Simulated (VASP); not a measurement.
# Si23H4O48 (a cell with a defect) in VASP: further runs, part 2 of 2

VASP 6.6.1. Earlier steps stand in the parts before.

## 5. Single point, PBE

INCAR

```
SYSTEM = Si23H4O48
PREC = Accurate
ENCUT = 520
EDIFF = 1E-6
ISMEAR = 0
SIGMA = 0.02
LREAL = Auto
LASPH = .True.
NELM = 100
ALGO = Normal
ISIF = 2
LWAVE = .False.
LCHARG = .True.
GGA = PE
LELF = .True.
LVHAR = .True.
NBANDS = 235
```

KPOINTS

```
regular mesh
0
Gamma
  1 1 1
  0 0 0
```

POSCAR

```
Si23H4O48
1.0
    9.8316000000      0.0000000000      0.0000000000
   -4.9158000000      8.5144150000      0.0000000000
    0.0000000000      0.0000000000     10.8182000000
Si O H
23 48 4
Direct
    0.2668430000      0.0009767400      0.1634700000
    0.0028516000      0.2703680000      0.3357050000
    0.2306050000      0.2354080000      0.0001007300
    0.2653480000      0.9977494000      0.6636500000
    0.9932126000      0.2663560000      0.8350300000
    0.2323110000      0.2285110000      0.5017520000
    0.2682820000      0.5027390000      0.1672110000
    0.9997803800      0.7676140000      0.3331480000
    0.2338640000      0.7330290000      0.9966533000
    0.9989205000      0.7666930000      0.8327140000
    0.2344290000      0.7356140000      0.4976220000
    0.7692410000      0.0042952000      0.1672390000
    0.4984520000      0.2670890000      0.3326380000
    0.7266420000      0.2320240000      0.0002954000
    0.7657180000      0.0012322000      0.6669000000
    0.4945750000      0.2657660000      0.8320270000
    0.7327730000      0.2338080000      0.4992370000
    0.7651740000      0.5008340000      0.1672980000
    0.5011880000      0.7703670000      0.3320530000
    0.7350830000      0.7369020000      0.0012113000
    0.7631940000      0.4995590000      0.6663380000
    0.5046480000      0.7692100000      0.8316280000
    0.7327490000      0.7354920000      0.4996880000
    0.0687650000      0.2066210000      0.4462400000
    0.2961240000      0.3658270000      0.1099080000
    0.1402060000      0.4347450000      0.2786630000
    0.2024600000      0.0698960000      0.0553950000
    0.3623780000      0.2944360000      0.3913610000
    0.4306990000      0.1384180000      0.2213530000
    0.0654320000      0.2098730000      0.9457150000
    0.3038820000      0.3517710000      0.6166480000
    0.1356700000      0.4290170000      0.7780800000
    0.1997120000      0.0574320000      0.5499300000
    0.3584550000      0.2958220000      0.8879650000
    0.4284840000      0.1364520000      0.7217280000
    0.0679010000      0.7063220000      0.4438320000
    0.2991160000      0.8684090000      0.1031500000
    0.1368330000      0.9300380000      0.2735220000
    0.2040780000      0.5698520000      0.0580140000
    0.3639780000      0.7993980000      0.3865800000
    0.4342950000      0.6406840000      0.2215190000
    0.0677460000      0.7049810000      0.9423610000
    0.2993620000      0.8643310000      0.6090240000
    0.1350350000      0.9300380000      0.7738950000
    0.2058530000      0.5699500000      0.5554350000
    0.3593880000      0.7870590000      0.8833780000
    0.4574520000      0.6484340000      0.7143040000
    0.5683340000      0.2046660000      0.4411890000
    0.7907210000      0.3628830000      0.1097040000
    0.6344730000      0.4331810000      0.2768560000
    0.7032200000      0.0691220000      0.0573170000
    0.8658290000      0.2991990000      0.3913950000
    0.9337440000      0.1415760000      0.2241200000
    0.5617480000      0.2046160000      0.9436860000
    0.7914020000      0.3622690000      0.6109670000
    0.6303510000      0.4323090000      0.7751710000
    0.7053660000      0.0690910000      0.5554790000
    0.8539980000      0.2927100000      0.8882170000
    0.9307640000      0.1366270000      0.7244910000
    0.5684650000      0.7078670000      0.4422990000
    0.7990200000      0.8685060000      0.1101390000
    0.6394420000      0.9356300000      0.2772850000
    0.7054800000      0.5714430000      0.0574340000
    0.8637870000      0.7971160000      0.3899890000
    0.9305870000      0.6356190000      0.2243800000
    0.5697540000      0.7090080000      0.9453830000
    0.7944690000      0.8645580000      0.6107280000
    0.6368080000      0.9393260000      0.7782680000
    0.7041320000      0.5699330000      0.5561050000
    0.8633810000      0.7966100000      0.8896810000
    0.9285160000      0.6335080000      0.7246220000
    0.4522990000      0.5477660000      0.7253400000
    0.2297450000      0.3561110000      0.6755540000
    0.3027980000      0.5849670000      0.5956360000
    0.1095667100      0.4973852600      0.6820736800
```

Command:

```console
$ cat potpaw_PBE.64/Si/POTCAR potpaw_PBE.64/O/POTCAR potpaw_PBE.64/H/POTCAR > POTCAR
$ mpirun -np 1 vasp_gam > vasp.out
```

Run time: 7.1 min. Hardware: 1 thread of AMD EPYC 7R13 (Zen 3), shared host; peak memory 0.95 GiB.

The run converged. Its results:

- Free energy: -572.4793 eV
- Pressure: 2.3 GPa
- Largest force: 3.910 eV/Å
- Band gap on the k mesh: 5.46 eV

Forces in eV/Å, atoms in the order of the input:
```
Si   0.009  0.028 -0.094
Si   0.007 -0.074 -0.060
Si  -0.182  0.014 -0.138
Si  -0.088  0.148  0.118
Si   0.215  0.751 -0.411
Si   0.021  0.039  0.066
Si   0.007 -0.040 -0.164
Si  -0.108  0.053 -0.139
Si   0.018 -0.105 -0.089
Si   0.008  0.023  0.109
Si  -0.393  0.825 -0.348
Si   0.016  0.035 -0.101
Si  -0.018  0.017 -0.028
Si   0.101  0.031 -0.148
Si   0.120  0.144  0.140
Si  -0.045  0.017  0.081
Si  -0.007 -0.073  0.030
Si   0.012 -0.049 -0.066
Si   0.183  0.023 -0.140
Si  -0.021 -0.006 -0.020
Si  -0.064 -0.047  0.076
Si  -0.081  0.020  0.043
Si   0.020  0.017  0.075
O   -0.017  0.034 -0.021
O   -0.004  0.034  0.060
O   -0.007  0.017  0.075
O    0.053 -0.032  0.057
O   -0.003 -0.012 -0.011
O   -0.003  0.003  0.031
O    0.126 -0.157  0.216
O    0.136 -0.015 -0.221
O   -1.773  1.664 -3.062
O    0.040 -0.051 -0.007
O    0.074 -0.016 -0.001
O   -0.013 -0.053 -0.054
O    0.171 -0.071  0.127
O   -0.013  0.009  0.035
O    0.009 -0.048  0.050
O    0.024  0.026  0.082
O   -0.097 -0.178  0.203
O   -0.011  0.044  0.072
O   -0.034  0.042 -0.014
O    0.072 -0.247 -0.110
O    0.044 -0.016 -0.058
O   -0.397 -0.575  0.648
O    0.010  0.029  0.010
O   -0.040  0.052 -0.122
O    0.006  0.005  0.001
O   -0.037  0.027  0.053
O    0.006  0.002  0.018
O    0.016 -0.041  0.067
O    0.011  0.024  0.019
O   -0.010  0.022  0.042
O   -0.037  0.000 -0.005
O    0.017  0.036 -0.042
O    0.031  0.021 -0.045
O   -0.037  0.015 -0.053
O   -0.227 -0.119  0.166
O   -0.104 -0.297 -0.119
O   -0.074  0.000 -0.015
O   -0.010 -0.006  0.017
O   -0.036 -0.047  0.052
O    0.015  0.009  0.023
O    0.023 -0.019  0.009
O    0.015  0.037  0.061
O    0.013  0.004 -0.008
O   -0.003 -0.073 -0.070
O   -0.026 -0.043 -0.011
O    0.016  0.012 -0.016
O    0.011 -0.025 -0.009
O    0.029 -0.005 -0.068
H   -0.008 -0.113 -0.005
H   -0.328  0.107  0.308
H    0.350 -0.070  0.258
H    2.302 -1.743  2.596
```

Stress tensor (GPa, compression positive):
```
 2.28  0.17 -0.28
 0.17  2.86  0.23
-0.28  0.23  1.77
```

Levels at points of the mesh, in eV from the valence-band top:
| k point | band 190 | band 191 | band 192 | band 193 | band 194 | band 195 |
| --- | --- | --- | --- | --- | --- | --- |
| (0.00, 0.00, 0.00) | -0.26 | -0.22 | 0.00 | 5.46 | 6.92 | 7.50 |

Caveat: the k points lie up to 0.74 Å⁻¹ apart.

## 6. The runs side by side

```tsv
cell	gap on the mesh (eV)	pressure (GPa)	largest force (eV/Å)
as given, atomic positions A	5.72	2.6	1.52
as given, atomic positions B	5.72	2.5	3.15
as given, atomic positions C	5.70	2.4	3.93
as given, atomic positions D	5.46	2.3	3.91
```

Alike in all rows: task single point; level PBE; potentials or basis VASP PAW PBE potentials, release 64 (Si, O, H); no spin polarisation; k mesh 1 × 1 × 1; cutoff (eV) 520; smearing gaussian 0.02 eV.

Caveats: all runs use coarse meshes.

Absolute energies hang on the potentials; compare differences alone.
